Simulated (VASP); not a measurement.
The system is Ba3AlB (perovskite type).

```xyz
5
Lattice="5.3553 0.0000 0.0000 0.0000 5.3553 0.0000 0.0000 0.0000 5.3553" Properties=species:S:1:pos:R:3 pbc="T T T"
Al    0.0000    0.0000    0.0000
B     2.6776    2.6776    2.6776
Ba    2.6776    2.6776    0.0000
Ba    2.6776    0.0000    2.6776
Ba    0.0000    2.6776    2.6776
```

| Property | Result |
| --- | --- |
| Program | VASP 6.6.1 |
| Task | relaxation of cell and atoms |
| Functional | PBE |
| Potentials or basis | VASP PAW PBE potentials, release 64 (Al, B, Ba_sv) |
| Cutoff | 600 eV |
| k mesh | 6 × 6 × 6 |
| Occupations | fermi-dirac, width 0.05 eV |
| Spin | no spin polarisation |

At the start: pressure 8.0 GPa; volume 30.72 Å³/atom.

Q: How do energy, volume and symmetry change on relaxing?

A: Over 4 steps the energy falls by 190.7 meV/atom and the volume is 40.05 Å³/atom (+30.4 %); space group Pm-3m (No. 221, to 0.1 Å) before and after.

Step by step:
```
step  energy change (eV)  largest force (eV/Å)  pressure (GPa)  volume (Å³)
   1              0.0000                0.0000            8.05       153.58
   2             -0.9238                0.0000            1.02       190.49
   3             -0.9511                0.0000           -0.25       202.85
   4             -0.9533                0.0000           -0.01       200.23
```

Final structure:
```
Al B Ba
1.0
     5.85032    0.00000    0.00000
     0.00000    5.85032    0.00000
     0.00000    0.00000    5.85032
Al B Ba
1 1 3
Direct
  0.00000 0.00000 0.00000
  0.50000 0.50000 0.50000
  0.50000 0.50000 0.00000
  0.50000 0.00000 0.50000
  0.00000 0.50000 0.50000
```

Caveat: the volume moved by over 15 % at a fixed basis, so the end points are rough.
